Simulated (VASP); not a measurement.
# Ti3Si4Ni (Fmm2) in VASP: single point with PBE

Aim: the single point of Ti3Si4Ni with PBE.

Everything below comes from runs of VASP 6.6.1. Logs are shortened: lines on timing, memory, paths and dates and some standing lists are left out, and cuts for length are marked.

## 1. The cell of the first run

The structure is orthorhombic, space group Fmm2 (No. 42). The conventional cell has a = 6.469 Å, b = 6.997 Å, c = 10.041 Å, α = 90.00°, β = 90.00°, γ = 90.00°. Ti (site symmetry 2) has 6 Si at 2.50 to 2.56 Å and 4 Ti at 2.85 to 3.23 Å and 2 Ni at 2.85 Å within 3.3 Å. Within 3.3 Å of Ti (site symmetry mm2) lie 6 Si at 2.50 to 2.56 Å and 4 Ti at 2.85 Å and 2 Ni at 3.23 Å. Si (site symmetry 2) has 4 Ti at 2.50 to 2.56 Å and 2 Ni at 2.56 Å and 6 Si at 2.86 to 3.23 Å within 3.3 Å. Si (site symmetry mm2) has 1 Ni at 2.50 Å and 5 Ti at 2.52 to 2.56 Å and 6 Si at 2.86 to 3.23 Å within 3.3 Å. Si (site symmetry mm2) has 5 Ti at 2.50 to 2.56 Å and 1 Ni at 2.52 Å and 6 Si at 2.86 to 3.23 Å within 3.3 Å. Within 3.3 Å of Ni (site symmetry mm2) lie 6 Si at 2.50 to 2.56 Å and 6 Ti at 2.85 to 3.23 Å.

## 2. Single point, PBE, collinear spin, ferromagnetic start

Input file INCAR:

```
PREC = Accurate
ENCUT = 520
EDIFF = 1E-6
ISMEAR = 0
SIGMA = 0.1
LREAL = F
LASPH = T
NELM = 150
ALGO = Normal
ISIF = 2
LWAVE = F
LCHARG = T
ISPIN = 2
MAGMOM = 0 0 0 0 0 0 0 2
LORBIT = 11
LMAXMIX = 4
GGA = PE
LELF = T
LVHAR = T
NBANDS = 45
```

Input file KPOINTS:

```
regular mesh
0
Gamma
  4 4 4
```

Input file POSCAR:

```
Ti3Si4Ni
1.0
    0.0000000000      3.4984659000      5.0206060000
    3.2346194200      0.0000000000      5.0206060000
    3.2346194200      3.4984659000      0.0000000000
Ti Si Ni
3 4 1
Direct
    0.1721100100      0.1721100100      0.3278899900
    0.6721100100      0.6721100100      0.8278899900
    0.8278899900      0.8278899900      0.1721100100
    0.4211500000      0.4211500000      0.0788500000
    0.9211500000      0.9211500000      0.5788500000
    0.0788500000      0.0788500000      0.9211500000
    0.5788500000      0.5788500000      0.4211500000
    0.3278899900      0.3278899900      0.6721100100
```

Potentials or basis: VASP PAW PBE potentials, release 64 (Ti_sv, Si, Ni).

Started as:

```sh
$ cat potpaw_PBE.64/Ti_sv/POTCAR potpaw_PBE.64/Si/POTCAR potpaw_PBE.64/Ni/POTCAR > POTCAR
$ mpirun -np 1 vasp_std > vasp.out
```

OUTCAR:

```text
PREC = Accurate
   ENCUT = 520
   EDIFF = 1E-6
   ISMEAR = 0
   LREAL = F
   LASPH = T
   NELM = 150
   ISIF = 2
   ISPIN = 2
   LORBIT = 11
   GGA = PE

 ion  position               nearest neighbor table
   1  0.172  0.172  0.328-   4 2.50   5 2.52   6 2.56   6 2.56   7 2.56   7 2.56   8 2.85   3 2.85
                             8 2.85   3 2.85
   2  0.672  0.672  0.828-   5 2.50   4 2.52   7 2.56   7 2.56   6 2.56   6 2.56   3 2.85   3 2.85
                             8 2.85   8 2.85
   3  0.828  0.828  0.172-   7 2.50   6 2.52   5 2.56   4 2.56   4 2.56   5 2.56   2 2.85   2 2.85
                             1 2.85   1 2.85
   4  0.421  0.421  0.079-   1 2.50   2 2.52   8 2.56   8 2.56   3 2.56   3 2.56   6 2.86   7 2.86
                             6 2.86   7 2.86
   5  0.921  0.921  0.579-   2 2.50   1 2.52   3 2.56   3 2.56   8 2.56   8 2.56   7 2.86   6 2.86
                             6 2.86   7 2.86
   6  0.079  0.079  0.921-   8 2.50   3 2.52   1 2.56   2 2.56   2 2.56   1 2.56   5 2.86   4 2.86
                             5 2.86   4 2.86
   7  0.579  0.579  0.421-   3 2.50   8 2.52   2 2.56   1 2.56   1 2.56   2 2.56   4 2.86   5 2.86
                             4 2.86   5 2.86
   8  0.328  0.328  0.672-   6 2.50   7 2.52   4 2.56   5 2.56   5 2.56   4 2.56   1 2.85   1 2.85
                             2 2.85   2 2.85

  LATTYP: Found a face centered orthorhombic cell.
 ALAT       =     6.4692388400
 B/A-ratio  =     1.0815695591
 C/A-ratio  =     1.5521473621

  Lattice vectors:

 A1 = (   0.0000000000,   3.4984659000,   5.0206060000)
 A2 = (   3.2346194200,   0.0000000000,   5.0206060000)
 A3 = (   3.2346194200,   3.4984659000,   0.0000000000)

Analysis of symmetry for initial positions (statically):
=====================================================================
 Subroutine PRICEL returns:
 Original cell was already a primitive cell.

 Routine SETGRP: Setting up the symmetry group for a
 face centered orthorhombic supercell.

 Subroutine GETGRP returns: Found  4 space group operations
 (whereof  4 operations were pure point group operations)
 out of a pool of  8 trial point group operations.

The static configuration has the point symmetry C_2v.

Analysis of symmetry for dynamics (positions and initial velocities):
=====================================================================
 Subroutine PRICEL returns:
 Original cell was already a primitive cell.

 Routine SETGRP: Setting up the symmetry group for a
 face centered orthorhombic supercell.

 Subroutine GETGRP returns: Found  4 space group operations
 (whereof  4 operations were pure point group operations)
 out of a pool of  8 trial point group operations.

The dynamic configuration has the point symmetry C_2v.

Analysis of structural, dynamic, and magnetic symmetry:
=====================================================================
 Subroutine PRICEL returns:
 Original cell was already a primitive cell.

 Routine SETGRP: Setting up the symmetry group for a
 face centered orthorhombic supercell.

 Subroutine GETGRP returns: Found  4 space group operations
 (whereof  4 operations were pure point group operations)
 out of a pool of  8 trial point group operations.

The overall configuration has the point symmetry C_2v.

 Subroutine INISYM returns: Found  4 space group operations
 (whereof  4 operations are pure point group operations),
 and found     1 'primitive' translations

----------------------------------------------------------------------------------------

                                     Primitive cell

  volume of cell :     113.6284

  direct lattice vectors                    reciprocal lattice vectors
     0.000000000  3.498465900  5.020606000    -0.154577691  0.142919787  0.099589571
     3.234619420  0.000000000  5.020606000     0.154577691 -0.142919787  0.099589571
     3.234619420  3.498465900  0.000000000     0.154577691  0.142919787 -0.099589571

  length of vectors
     6.119293118  5.972373682  4.764664358     0.232891414  0.232891414  0.232891414

  position of ions in fractional coordinates (direct lattice)
     0.172110010  0.172110010  0.327889990
     0.672110010  0.672110010  0.827889990
     0.827889990  0.827889990  0.172110010
     0.421150000  0.421150000  0.078850000
     0.921150000  0.921150000  0.578850000
[... 68 lines left out ...]
   NGXF,Y,Z  is equivalent  to a cutoff of  26.08, 26.72, 25.12 a.u.
 SYSTEM =  unknown system
   PREC   = accura    normal or accurate (medium, high low for compatibility)
   ISTART =      0    job   : 0-new  1-cont  2-samecut
   ICHARG =      2    charge: 1-file 2-atom 10-const
   ISPIN  =      2    spin polarized calculation?
   LNONCOLLINEAR =      F non collinear calculations
   LSORBIT =      F    spin-orbit coupling
   LASPH  =      T    aspherical Exc in radial PAW
   ENCUT  =  520.0 eV  38.22 Ry    6.18 a.u.  11.38 11.10  8.86*2*pi/ulx,y,z
   NELM   =    150;   NELMIN=  2; NELMDL= -5     # of ELM steps
   EDIFF  = 0.1E-05   stopping-criterion for ELM
   LREAL  =      F    real-space projection
   EDIFFG = 0.1E-04   stopping-criterion for IOM
   NSW    =      0    number of steps for IOM
   IBRION =     -1    ionic relax: 0-MD 1-quasi-New 2-CG
   NFREE  =      0    steps in history (QN), initial steepest desc. (CG)
   ISIF   =      2    stress and relaxation
   ISYM   =      2    0-nonsym 1-usesym 2-fastsym
   POTIM  = 0.5000    time-step for ionic-motion
   TEBEG  =    0.0;   TEEND  =   0.0 temperature during run
   PSTRESS=    0.0 pullay stress
   NELECT =      62.0000    total number of electrons
   NUPDOWN=      -1.0000    fix difference up-down
   EMIN   =  10.00;   EMAX   =-10.00  energy-range for DOS
   EFERMI =   0.00;   METHOD = LEGACY
   ISMEAR =     0;   SIGMA  =   0.10  broadening in eV -4-tet -1-fermi 0-gaus
   EFERMI_NEDOS =   21; number of points for ismear=-14 and -15
   IALGO  =     38    algorithm
   IMIX   =      4    mixing-type and parameters
     AMIX     =   0.40;   BMIX     =  1.00
     AMIX_MAG =   1.60;   BMIX_MAG =  1.00
  volume/ion in A,a.u.               =      14.20        95.85
  Fermi-wavevector in a.u.,A,eV,Ry     =   1.337754  2.527989 24.348809  1.789587
  Thomas-Fermi vector in A             =   2.466278
   LORBIT       =     11    0 simple, 1 ext, 2 COOP (PROOUT), +10 PAW based schemes
   GGA     = PE    functional components
   LHFCALC =     F    Hartree Fock is set to
   AEXX    =    0.0000 exact exchange contribution
   IVDW    =     0    specifies the selected vdW correction
   LEPSILON=     F    determine dielectric tensor
   LRPA    =     F    only Hartree local field effects (RPA)
 spin polarized calculation
 Gauss-broadening in eV      SIGMA  =   0.10
  energy-cutoff  :      520.00
  volume of cell :      113.63
 maximum number of plane-waves:      3082
 NGX is ok and might be reduce to    48
   NGX = 23   NGY = 23   NGZ = 17

 number of electron      61.9999993 magnetization       0.0002806

 Free energy of the ion-electron system (eV)
  ---------------------------------------------------
  ext. energy  EPLUGINS =         0.00000000
  ---------------------------------------------------
  free energy    TOTEN  =       -52.88401396 eV

  energy without entropy =      -52.85426188  energy(sigma->0) =      -52.86913792

 E-fermi :   9.5487     XC(G=0): -11.7614

 val. band max:        9.5372445333   @ k =   0.0000   0.0000   0.0000
 cond. band min:       9.5519355407   @ k =   0.5000   0.2500   0.0000
 fundamental gap:      0.0146910074
 Fermi energy:         9.5486692927

 spin component 1

 k-point     1 :       0.0000    0.0000    0.0000
  band No.  band energies     occupation
      1     -46.9132      1.00000
      2     -46.7729      1.00000
      3     -46.7674      1.00000
      4     -23.3468      1.00000
      5     -23.2978      1.00000
      6     -23.2632      1.00000
[... 817 lines left out ...]
     42      14.1548      0.00000
     43      14.3470      0.00000
 Fermi energy:         9.5486692927

 spin component 2

 k-point     1 :       0.0000    0.0000    0.0000
  band No.  band energies     occupation
      1     -46.9129      1.00000
      2     -46.7728      1.00000
      3     -46.7673      1.00000
      4     -23.3465      1.00000
      5     -23.2976      1.00000
      6     -23.2630      1.00000
[... 817 lines left out ...]
     42      14.1548      0.00000
     43      14.3470      0.00000
 [bands above 43 left out]

------------------------ aborting loop because EDIFF is reached ----------------------------------------

  FORCE on cell =-STRESS in cart. coord.  units (eV):
  Direction    XX          YY          ZZ          XY          YZ          ZX
  --------------------------------------------------------------------------------------
  -------------------------------------------------------------------------------------
  Total        4.0930709      3.0234136      6.4461648      0.0000000      0.0000000      0.0000000
  in kB       57.7128969     42.6305727     90.8918653      0.0000000      0.0000000      0.0000000
  external PRESSURE =      63.7451116 kB  Pullay stress =       0.0000000 kB

 VOLUME and BASIS-vectors are now :
 -----------------------------------------------------------------------------
  energy-cutoff  :      520.00
  volume of cell :      113.63
      direct lattice vectors                 reciprocal lattice vectors
     0.000000000  3.498465900  5.020606000    -0.154577691  0.142919787  0.099589571
     3.234619420  0.000000000  5.020606000     0.154577691 -0.142919787  0.099589571
     3.234619420  3.498465900  0.000000000     0.154577691  0.142919787 -0.099589571

 POSITION                                       TOTAL-FORCE (eV/Angst)
 -----------------------------------------------------------------------------------
      1.61731      1.74923      1.72819        -0.000000      0.000000      0.550206
      4.85193      5.24770      6.74880         0.000000      0.000000      0.550206
      3.23462      3.49847      8.31302         0.000000      0.000000     -1.039695
      1.61731      1.74923      4.22886         0.000000      0.000000      0.556315
      4.85193      5.24770      9.24946        -0.000000      0.000000      0.556315
      3.23462      3.49847      0.79175         0.000000      0.000000      0.376923
      3.23462      3.49847      5.81236         0.000000      0.000000     -1.701981
      3.23462      3.49847      3.29241         0.000000      0.000000      0.151710
 -----------------------------------------------------------------------------------
    total drift:                               -0.000006     -0.000016      0.000514

  FREE ENERGIE OF THE ION-ELECTRON SYSTEM (eV)
  ---------------------------------------------------
  free  energy   TOTEN  =       -52.8840139559 eV

  energy  without entropy=      -52.8542618802  energy(sigma->0) =      -52.86913792

 total charge

# of ion       s       p       d       tot
------------------------------------------
    1        2.201   6.174   2.032  10.407
    2        2.201   6.174   2.032  10.407
    3        2.234   6.162   2.041  10.437
    4        0.791   0.861   0.000   1.653
    5        0.791   0.861   0.000   1.653
    6        0.786   0.892   0.000   1.679
    7        0.774   0.904   0.000   1.678
    8        0.426   0.470   8.354   9.250
--------------------------------------------------
tot         10.205  22.499  14.458  47.162

 magnetization (x)

# of ion       s       p       d       tot
------------------------------------------
    1        0.000   0.000   0.000   0.000
    2        0.000   0.000   0.000   0.000
    3        0.000   0.000   0.000   0.000
    4       -0.000  -0.000   0.000  -0.000
    5       -0.000  -0.000   0.000  -0.000
    6       -0.000   0.000   0.000   0.000
    7       -0.000  -0.000   0.000  -0.000
    8       -0.000  -0.000  -0.000  -0.000
--------------------------------------------------
tot         -0.000  -0.000   0.000   0.000
```

It took 2.8 min on 1 thread of Intel Xeon 6975P-C (Granite Rapids), shared host; peak memory 0.41 GiB.

Results:

| Property | Result |
| --- | --- |
| Free energy | -52.8840 eV |
| Pressure | 6.4 GPa |
| Largest force | 1.702 eV/Å |
| Band gap on the k mesh | zero (filled and empty bands overlap) |
| Net moment | 0.00 μB per cell |
| Valence electrons inside the program's atomic spheres | Ti 10.41, 10.44; Si 1.65, 1.68; Ni 9.25 |

Forces on the atoms (eV/Å):
```
Ti   0.000  0.000  0.550
Ti   0.000  0.000  0.550
Ti   0.000  0.000 -1.040
Si   0.000  0.000  0.556
Si   0.000  0.000  0.556
Si   0.000  0.000  0.377
Si   0.000  0.000 -1.702
Ni   0.000  0.000  0.152
```

Caveat: the k points lie up to 0.37 Å⁻¹ apart; the starting moments collapsed, and a magnetic state may lie lower; forces of over 1 eV/Å act on the atoms, so gaps and moduli don't describe the material at rest.
